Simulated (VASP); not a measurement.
# MgCdRe6H2 (R-3) in VASP: single point with PBEsol

Aim: the single point of MgCdRe6H2 with PBEsol.

Program: VASP 6.6.1. These are calculated values, not measurements. Logs are shortened: lines on timing, memory, paths and dates and some standing lists are left out, and cuts for length are marked.

## 1. The cell of the first run

Symmetry: R-3, No. 148, trigonal system. The conventional cell has a = 5.346 Å, b = 5.346 Å, c = 17.504 Å, α = 90.00°, β = 90.00°, γ = 120.00°. Within 2.6 Å of Cd (site symmetry -3) lie 6 Re at 1.93 Å. Within 3.2 Å of Mg (site symmetry -3) lie 6 Re at 2.42 Å. H (site symmetry 3) has 9 Re at 2.74 to 2.89 Å and 3 Mg at 3.37 Å and 3 Cd at 3.46 Å within 3.6 Å. Within 2.6 Å of Re (site symmetry 1) lie 1 Cd at 1.93 Å and 1 Mg at 2.42 Å and 4 Re at 2.43 to 2.54 Å.

## 2. Single point, PBEsol

File INCAR:

```
  PREC = Accurate
  ENCUT = 520
  EDIFF = 1E-6
  ISMEAR = 0
  SIGMA = 0.1337
  LREAL = False
  LASPH = True
  NELM = 80
  ALGO = Normal
  ISIF = 2
  LWAVE = False
  LCHARG = False
  GGA = PS
  NELECT = 59.0
  NBANDS = 40
```

File KPOINTS:

```
regular mesh
0
Gamma
  4 4 4
```

File POSCAR:

```
MgCdRe6H2
1.0
    2.6729660000      4.6297090000      0.0000000000
   -2.6729660000      4.6297090000      0.0000000000
    0.0000000000     -3.0864730000      5.8346090000
Cd Mg H Re
1 1 2 6
Direct
    0.0000000000      0.0000000000      0.0000000000
    0.5000000000      0.5000000000      0.5000000000
    0.2435000000      0.2435000000      0.7305000000
    0.7565000000      0.7565000000      0.2695000000
    0.7618000000      0.7662000000      0.8367000000
    0.3087000000      0.7618000000      0.8367000000
    0.7662000000      0.3087000000      0.8367000000
    0.2382000000      0.2338000000      0.1633000000
    0.6913000000      0.2382000000      0.1633000000
    0.2338000000      0.6913000000      0.1633000000
```

Potentials or basis: VASP PAW PBE potentials, release 64 (Cd, Mg, H, Re).

The run is started by

```console
> cat potpaw_PBE.64/Cd/POTCAR potpaw_PBE.64/Mg/POTCAR potpaw_PBE.64/H/POTCAR potpaw_PBE.64/Re/POTCAR > POTCAR
> mpirun -np 1 vasp_std > vasp.out
```

OUTCAR:

```text
PREC = Accurate
   ENCUT = 520
   EDIFF = 1E-6
   ISMEAR = 0
   LREAL = False
   LASPH = True
   NELM = 80
   ISIF = 2
   GGA = PS
   NELECT = 59.0

 ion  position               nearest neighbor table
   1  0.000  0.000  0.000-   5 1.93   8 1.93   7 1.93  10 1.93   9 1.93   6 1.93
   2  0.500  0.500  0.500-   5 2.42   8 2.42   6 2.42   9 2.42   7 2.42  10 2.42
   3  0.243  0.243  0.730-
   4  0.757  0.757  0.270-
   5  0.762  0.766  0.837-   1 1.93   2 2.42   6 2.43   7 2.43   9 2.54  10 2.54   7 2.91   6 2.91

   6  0.309  0.762  0.837-   1 1.93   2 2.42   5 2.43   7 2.43  10 2.54   8 2.54   5 2.91   7 2.91

   7  0.766  0.309  0.837-   1 1.93   2 2.42   5 2.43   6 2.43   9 2.54   8 2.54   5 2.91   6 2.91

   8  0.238  0.234  0.163-   1 1.93   2 2.42   9 2.43  10 2.43   6 2.54   7 2.54  10 2.91   9 2.91

   9  0.691  0.238  0.163-   1 1.93   2 2.42   8 2.43  10 2.43   7 2.54   5 2.54   8 2.91  10 2.91

  10  0.234  0.691  0.163-   1 1.93   2 2.42   8 2.43   9 2.43   6 2.54   5 2.54   8 2.91   9 2.91

  LATTYP: Found a trigonal (rhomboedric) cell.
 ALAT       =     6.6006807809
 COS(alpha) =     0.6720260090

  Lattice vectors:

 A1 = (   2.6729660000,   1.5432360000,   5.8346090000)
 A2 = (  -2.6729660000,   1.5432360000,   5.8346090000)
 A3 = (   0.0000000000,  -3.0864730000,   5.8346090000)

Analysis of symmetry for initial positions (statically):
=====================================================================
 Subroutine PRICEL returns:
 Original cell was already a primitive cell.

 Routine SETGRP: Setting up the symmetry group for a
 trigonal (rhombohedral) supercell.

 Subroutine GETGRP returns: Found  6 space group operations
 (whereof  6 operations were pure point group operations)
 out of a pool of 12 trial point group operations.

The static configuration has the point symmetry S_6 .

Analysis of symmetry for dynamics (positions and initial velocities):
=====================================================================
 Subroutine PRICEL returns:
 Original cell was already a primitive cell.

 Routine SETGRP: Setting up the symmetry group for a
 trigonal (rhombohedral) supercell.

 Subroutine GETGRP returns: Found  6 space group operations
 (whereof  6 operations were pure point group operations)
 out of a pool of 12 trial point group operations.

The dynamic configuration has the point symmetry S_6 .

 Subroutine INISYM returns: Found  6 space group operations
 (whereof  6 operations are pure point group operations),
 and found     1 'primitive' translations

----------------------------------------------------------------------------------------

                                     Primitive cell

  volume of cell :     144.4072

  direct lattice vectors                    reciprocal lattice vectors
     2.672966000  4.629709000  0.000000000     0.187058122  0.107998148  0.057130370
    -2.672966000  4.629709000  0.000000000    -0.187058122  0.107998148  0.057130370
     0.000000000 -3.086473000  5.834609000     0.000000000  0.000000000  0.171391091

  length of vectors
     5.345928606  5.345928606  6.600680098     0.223423858  0.223423858  0.171391091

  position of ions in fractional coordinates (direct lattice)
     0.000000000  0.000000000  0.000000000
     0.500000000  0.500000000  0.500000000
     0.243500000  0.243500000  0.730500000
     0.756500000  0.756500000  0.269500000
     0.761800000  0.766200000  0.836700000
     0.308700000  0.761800000  0.836700000
     0.766200000  0.308700000  0.836700000
     0.238200000  0.233800000  0.163300000
     0.691300000  0.238200000  0.163300000
     0.233800000  0.691300000  0.163300000

  ion indices of the primitive-cell ions
   primitive index   ion index
                 1           1
                 2           2
                 3           3
                 4           4
                 5           5
                 6           6
                 7           7
                 8           8
                 9           9
                10          10

----------------------------------------------------------------------------------------

 KPOINTS: regular mesh

Automatic generation of k-mesh.
 Grid dimensions read from file:
 generate k-points for:    4    4    4

 Generating k-lattice:

  Cartesian coordinates                     Fractional coordinates (reciprocal lattice)
     0.046764530  0.026999537  0.014282592     0.250000000 -0.000000000  0.000000000
    -0.046764530  0.026999537  0.014282592    -0.000000000  0.250000000  0.000000000
     0.000000000  0.000000000  0.042847773     0.000000000  0.000000000  0.250000000

  Length of vectors
     0.055855964  0.055855964  0.042847773

  Shift w.r.t. Gamma in fractional coordinates (k-lattice)
     0.000000000  0.000000000  0.000000000

 Subroutine IBZKPT returns following result:
 ===========================================

 Found     14 irreducible k-points:

 Following reciprocal coordinates:
            Coordinates               Weight
  0.000000  0.000000  0.000000      1.000000
  0.250000 -0.000000  0.000000      6.000000
  0.500000 -0.000000  0.000000      3.000000
  0.250000  0.250000  0.000000      6.000000
  0.500000  0.250000  0.000000      6.000000
 -0.250000  0.250000 -0.250000      6.000000
 -0.250000  0.250000  0.000000      6.000000
  0.500000  0.500000  0.000000      3.000000
  0.000000  0.000000  0.250000      2.000000
  0.250000 -0.000000  0.250000      6.000000
  0.500000 -0.000000  0.250000      6.000000
  0.250000  0.250000  0.250000      6.000000
  0.500000  0.250000  0.250000      6.000000
  0.000000  0.000000  0.500000      1.000000
   k-points           NKPTS =     14   k-points in BZ     NKDIM =     14   number of bands    NBANDS=     40
   number of dos      NEDOS =    301   number of ions     NIONS =     10
   total plane-waves  NPLWV =  80000
   dimension x,y,z NGX =    40 NGY =   40 NGZ =   50
   dimension x,y,z NGXF=    80 NGYF=   80 NGZF=  100
   ions per type =               1   1   2   6
   NGX,Y,Z   is equivalent  to a cutoff of  12.44, 12.44, 12.59 a.u.
   NGXF,Y,Z  is equivalent  to a cutoff of  24.88, 24.88, 25.19 a.u.
 SYSTEM =  unknown system
   PREC   = accura    normal or accurate (medium, high low for compatibility)
   ISTART =      0    job   : 0-new  1-cont  2-samecut
   ICHARG =      2    charge: 1-file 2-atom 10-const
   ISPIN  =      1    spin polarized calculation?
   LNONCOLLINEAR =      F non collinear calculations
   LSORBIT =      F    spin-orbit coupling
   LASPH  =      T    aspherical Exc in radial PAW
   ENCUT  =  520.0 eV  38.22 Ry    6.18 a.u.   9.94  9.94 12.27*2*pi/ulx,y,z
   NELM   =     80;   NELMIN=  2; NELMDL= -5     # of ELM steps
   EDIFF  = 0.1E-05   stopping-criterion for ELM
   LREAL  =      F    real-space projection
   EDIFFG = 0.1E-04   stopping-criterion for IOM
   NSW    =      0    number of steps for IOM
   IBRION =     -1    ionic relax: 0-MD 1-quasi-New 2-CG
   NFREE  =      0    steps in history (QN), initial steepest desc. (CG)
   ISIF   =      2    stress and relaxation
   ISYM   =      2    0-nonsym 1-usesym 2-fastsym
   POTIM  = 0.5000    time-step for ionic-motion
   TEBEG  =    0.0;   TEEND  =   0.0 temperature during run
   PSTRESS=    0.0 pullay stress
   NELECT =      59.0000    total number of electrons
   NUPDOWN=      -1.0000    fix difference up-down
   EMIN   =  10.00;   EMAX   =-10.00  energy-range for DOS
   EFERMI =   0.00;   METHOD = LEGACY
   ISMEAR =     0;   SIGMA  =   0.13  broadening in eV -4-tet -1-fermi 0-gaus
   EFERMI_NEDOS =   21; number of points for ismear=-14 and -15
   IALGO  =     38    algorithm
   IMIX   =      4    mixing-type and parameters
     AMIX     =   0.40;   BMIX     =  1.00
     AMIX_MAG =   1.60;   BMIX_MAG =  1.00
  volume/ion in A,a.u.               =      14.44        97.45
  Fermi-wavevector in a.u.,A,eV,Ry     =   1.214775  2.295592 20.077825  1.475678
  Thomas-Fermi vector in A             =   2.350184
   LORBIT       =      0    0 simple, 1 ext, 2 COOP (PROOUT), +10 PAW based schemes
   GGA     = PS    functional components
   LHFCALC =     F    Hartree Fock is set to
   AEXX    =    0.0000 exact exchange contribution
   IVDW    =     0    specifies the selected vdW correction
   LEPSILON=     F    determine dielectric tensor
   LRPA    =     F    only Hartree local field effects (RPA)
 non-spin polarized calculation
 Gauss-broadening in eV      SIGMA  =   0.13
  energy-cutoff  :      520.00
  volume of cell :      144.41
 maximum number of plane-waves:      3904
   NGX = 19   NGY = 19   NGZ = 25

 number of electron      59.0000003 magnetization

 Free energy of the ion-electron system (eV)
  ---------------------------------------------------
  ext. energy  EPLUGINS =         0.00000000
  ---------------------------------------------------
  free energy    TOTEN  =       -25.45856182 eV

  energy without entropy =      -25.38182275  energy(sigma->0) =      -25.42019228

 E-fermi :   5.4575     XC(G=0): -11.9031

 val. band max:        5.4547277541   @ k =   0.5000   0.2500   0.2500
 cond. band min:       5.4582133736   @ k =  -0.2500   0.2500  -0.2500
 fundamental gap:      0.0034856195
 Fermi energy:         5.4574799225

 k-point     1 :       0.0000    0.0000    0.0000
  band No.  band energies     occupation
      1     -11.5064      2.00000
      2     -11.5064      2.00000
      3     -10.9019      2.00000
      4     -10.9019      2.00000
      5     -10.8217      2.00000
      6      -5.2365      2.00000
[... 32 lines left out ...]
     39       8.8451      0.00000
     40       8.8870      0.00000

 k-point     2 :       0.2500   -0.0000    0.0000
  band No.  band energies     occupation
      1     -11.5603      2.00000
      2     -11.4901      2.00000
      3     -11.0441      2.00000
      4     -10.8639      2.00000
      5     -10.7798      2.00000
      6      -4.5073      2.00000
[... 32 lines left out ...]
     39       8.0151      0.00000
     40       8.3991      0.00000

 k-point     3 :       0.5000   -0.0000    0.0000
  band No.  band energies     occupation
      1     -11.6446      2.00000
      2     -11.4817      2.00000
      3     -11.1416      2.00000
      4     -10.8154      2.00000
      5     -10.7371      2.00000
      6      -3.0740      2.00000
[... 32 lines left out ...]
     39       7.5902      0.00000
     40       8.3122      0.00000

 k-point     4 :       0.2500    0.2500    0.0000
  band No.  band energies     occupation
      1     -11.5628      2.00000
      2     -11.4896      2.00000
      3     -11.0459      2.00000
      4     -10.8641      2.00000
      5     -10.7792      2.00000
      6      -4.4578      2.00000
[... 32 lines left out ...]
     39       8.1058      0.00000
     40       8.3568      0.00000
[... 342 lines left out ...]
     39       8.1270      0.00000
     40       8.5345      0.00000

 k-point    13 :       0.5000    0.2500    0.2500
  band No.  band energies     occupation
      1     -11.6094      2.00000
      2     -11.5200      2.00000
      3     -11.0684      2.00000
      4     -10.9060      2.00000
      5     -10.7371      2.00000
      6      -3.1237      2.00000
[... 32 lines left out ...]
     39       7.8355      0.00000
     40       8.3103      0.00000

 k-point    14 :       0.0000    0.0000    0.5000
  band No.  band energies     occupation
      1     -11.5054      2.00000
      2     -11.5054      2.00000
      3     -10.9014      2.00000
      4     -10.9014      2.00000
      5     -10.8133      2.00000
      6      -4.9568      2.00000
[... 32 lines left out ...]
     39       9.2041      0.00000
     40       9.4052      0.00000

------------------------ aborting loop because EDIFF is reached ----------------------------------------

  FORCE on cell =-STRESS in cart. coord.  units (eV):
  Direction    XX          YY          ZZ          XY          YZ          ZX
  --------------------------------------------------------------------------------------
  -------------------------------------------------------------------------------------
  Total      139.7486440    139.7484074    110.1981727     -0.0000002     -0.0000063      0.0000000
  in kB     1550.4911896   1550.4885647   1222.6329430     -0.0000017     -0.0000698      0.0000000
  external PRESSURE =    1441.2042324 kB  Pullay stress =       0.0000000 kB

 VOLUME and BASIS-vectors are now :
 -----------------------------------------------------------------------------
  energy-cutoff  :      520.00
  volume of cell :      144.41
      direct lattice vectors                 reciprocal lattice vectors
     2.672966000  4.629709000  0.000000000     0.187058122  0.107998148  0.057130370
    -2.672966000  4.629709000  0.000000000    -0.187058122  0.107998148  0.057130370
     0.000000000 -3.086473000  5.834609000     0.000000000  0.000000000  0.171391091

 POSITION                                       TOTAL-FORCE (eV/Angst)
 -----------------------------------------------------------------------------------
      0.00000      0.00000      0.00000        -0.000000     -0.000000      0.000000
      0.00000      3.08647      2.91730        -0.000000      0.000000      0.000000
      0.00000     -0.00000      4.26218        -0.000000     -0.000000      0.029313
      0.00000      6.17295      1.57243        -0.000000      0.000000     -0.029313
     -0.01176      4.49174      4.88182        -0.207242    -19.186527    -12.171381
     -1.21112      2.37365      4.88182        16.719656      9.413788    -12.171381
      1.22288      2.39402      4.88182       -16.512414      9.772741    -12.171381
      0.01176      1.68120      0.95279         0.207242     19.186527     12.171381
      1.21112      3.79929      0.95279       -16.719656     -9.413788     12.171381
     -1.22288      3.77892      0.95279        16.512414     -9.772741     12.171381
 -----------------------------------------------------------------------------------
    total drift:                                0.000000     -0.000000      0.000000

  FREE ENERGIE OF THE ION-ELECTRON SYSTEM (eV)
  ---------------------------------------------------
  free  energy   TOTEN  =       -25.4585618179 eV

  energy  without entropy=      -25.3818227479  energy(sigma->0) =      -25.42019228
```

It took 4.3 min on 1 thread of AMD EPYC 7R13, shared host; peak memory 0.28 GiB.

Results:

| Quantity | Value |
| --- | --- |
| Free energy | -25.4586 eV |
| Largest force | 22.722 eV/Å |

Forces in eV/Å, atoms in the order of the input:
```
Cd    0.000   0.000   0.000
Mg    0.000   0.000   0.000
H     0.000   0.000   0.029
H     0.000   0.000  -0.029
Re   -0.207 -19.187 -12.171
Re   16.720   9.414 -12.171
Re  -16.512   9.773 -12.171
Re    0.207  19.187  12.171
Re  -16.720  -9.414  12.171
Re   16.512  -9.773  12.171
```

Levels at points of the mesh, in eV from the Fermi level:
```tsv
k point	band 27	band 28	band 29	band 30	band 31	band 32
(0.00, 0.00, 0.00)	-0.09	0.08	0.08	0.68	0.82	0.82
(0.50, 0.00, 0.00)	-0.85	-0.73	-0.44	-0.41	-0.06	0.14
(0.50, 0.50, 0.00)	-1.11	-0.70	-0.55	-0.41	-0.22	0.45
(0.00, 0.00, 0.50)	-0.18	-0.18	0.54	0.95	0.95	1.60
```

Caveat: the cell carries a net charge on a neutralising background, which shifts energy and pressure; the cell is charged against a uniform background, so pressure and absolute levels hang on convention; the PAW data sets were made with another functional, which shifts forces and pressure a little; spin-orbit coupling is left out, which moves the levels of the heavy elements.
